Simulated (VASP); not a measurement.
Ti: single point with r2SCAN

Crystal: Ti.

```
Ti
1.0
     3.10487    0.00000    0.00000
    -1.55244    2.68890    0.00000
     0.00000    0.00000    4.68600
Ti
2
Cartesian
  0.0000 1.7926 1.1715
  1.5524 0.8963 3.5145
```

This cell differs from its parent crystal: strain +0.0525 x Voigt [1, 1, 0, 0, 0, 0].

```json
{
  "Program": "VASP 6.6.1",
  "Task": "single point",
  "Functional": "r2SCAN",
  "Potentials or basis": "VASP PAW PBE potentials, release 64 (Ti_sv)",
  "Cutoff": "520 eV",
  "k mesh": "18 × 18 × 10",
  "Occupations": "gaussian, width 0.15 eV",
  "Spin": "no spin polarisation"
}
```

* Pressure: -11.2 GPa
* Band gap on the k mesh: zero (band 12 reaches 7.92 eV, above the bottom of band 13 at 6.80 eV)

Stress tensor (GPa, compression positive):
```
-12.74   0.00   0.00
  0.00 -12.74   0.00
  0.00   0.00  -8.21
```

Levels at points of the mesh, in eV from the Fermi level:
```
           k point  band 8  band 9  band 10  band 11  band 12  band 13  band 14  band 15  band 16  band 17
(0.00, 0.00, 0.00)  -34.40   -6.34    -2.55     0.72     0.72     0.72     1.11     1.24     1.24     1.37
(0.50, 0.00, 0.00)  -34.44   -2.46    -2.00    -1.60    -1.10     0.35     0.73     1.26     2.88     3.13
(0.00, 0.00, 0.50)  -34.45   -4.44    -4.44     0.23     0.23     0.57     0.57     0.57     0.57     2.61
(0.50, 0.00, 0.50)  -34.51   -2.38    -2.38    -0.70    -0.70     0.93     0.93     1.53     1.53     3.04
```

Run time: 13 min on 1 thread of AMD EPYC 7R13 Processor (Zen 3), with other jobs on the host, peak memory 0.22 GiB.

Caveat: the cell differs from its parent crystal (strain +0.0525 x Voigt [1, 1, 0, 0, 0, 0]); the PAW data sets were made with another functional, which shifts forces and pressure a little.
